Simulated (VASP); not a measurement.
Al, 2 atoms in the cell. The structure is cubic, space group Fd-3m (No. 227). The conventional cell has a = 5.011 Å, b = 5.011 Å, c = 5.011 Å, α = 90.00°, β = 90.00°, γ = 90.00°. Al (site symmetry -43m) has 4 Al at 2.17 Å within 2.9 Å. 

```yaml
Program: VASP 6.6.1
Task: single point
Functional: PBEsol
Potentials_or_basis: VASP PAW PBE potentials, release 64 (Al)
Cutoff: 520 eV
k_mesh: 8 × 8 × 8
Occupations: fermi-dirac, width 0.05 eV
Spin: no spin polarisation
Dipole_correction: no
Further_INCAR_settings: ALGO = Normal; EDIFF = 1e-06; NBANDS = 10
```

Potentials or basis: VASP PAW PBE potentials, release 64 (Al).

Launch:

```sh
$ cat potpaw_PBE.64/Al/POTCAR > POTCAR
$ mpirun -np 1 vasp_std > vasp.out
```

Hardware: 1 thread of Intel Xeon 8259CL, with other jobs on the host.

**Question.** How long does it take, and how much memory?

**Answer.** Run time: 11 s on 1 thread of Intel Xeon 8259CL (shared host), peak memory 0.15 GiB. Counts: scf iterations 10, k points 29.
